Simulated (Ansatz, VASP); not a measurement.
Pb: VASP beside Ansatz

File INCAR:

```
SYSTEM = Pb
PREC     = Accurate       ! precision mode
ENCUT    = 520            ! plane-wave cutoff, eV
EDIFF    = 1E-8           ! SCF threshold, eV
ISMEAR   = -1             ! smearing method
SIGMA    = 0.08           ! smearing width, eV
LREAL    = .FALSE.        ! projectors in reciprocal space
LASPH    = .TRUE.         ! aspherical terms in the spheres
NELM     = 100            ! most SCF steps
ALGO     = Normal         ! electronic algorithm
ISIF     = 2              ! what is computed and relaxed
LWAVE    = .FALSE.        ! write WAVECAR
LCHARG   = .FALSE.        ! write CHGCAR
GGA      = PE             ! functional
LEFG     = .TRUE.       
NBANDS   = 13             ! bands
```

The input KPOINTS:

```
Automatic mesh
0
G
  13 13 13
  0 0 0
```

Contents of POSCAR:

```
Pb
1.0
    0.0000000000      2.4861567681      2.4861567681
    2.4861567681      0.0000000000      2.4861567681
    2.4861567681      2.4861567681      0.0000000000
Pb
1
Direct
    0.0000000000      0.0000000000      0.0000000000
```

Input for Ansatz:

```yaml
crystal:
  lattice:
    - [0.0, 2.4861567681, 2.4861567681]
    - [2.4861567681, 0.0, 2.4861567681]
    - [2.4861567681, 2.4861567681, 0.0]
  atoms:
    - { symbol: Pb, position: [0.0, 0.0, 0.0] }
kpoints:
  mp_grid: { grid: [13, 13, 13] }
scf:
  occupations: { method: fermi_dirac, width: 0.08 }
hamiltonian:
  xc: pbe
  pseudopotentials: { kind: paw }
output:
  forces: true
  stress: true
  eigenvalues: true
  efg: { contact_densities: true }
  write_density: true
  write_potential: true
  elf: true
  volumetric_format: npy
```

Change from the starting cell: volume scaled by 1.02, PAW files.

Alike in both runs: task electric field gradients; functional PBE; k mesh 13 × 13 × 13; occupations fermi-dirac, width 0.08 eV; no spin polarisation.

|  | VASP | Ansatz |
| --- | --- | --- |
| version | VASP 6.6.1 | Ansatz 0.2.0 |
| potentials or method | VASP PAW PBE potentials, release 64 (Pb_d) | PAW with Ansatz's default frozen-core files, scalar-relativistic |
| plane-wave cutoff (eV) | 520 | 420 |
| valence electrons in the cell | 14 | 14 |

```csv
,VASP,Ansatz,Ansatz less VASP
pressure (GPa),1.7,1.8,+0.06
```

Neither program's run includes spin-orbit coupling.
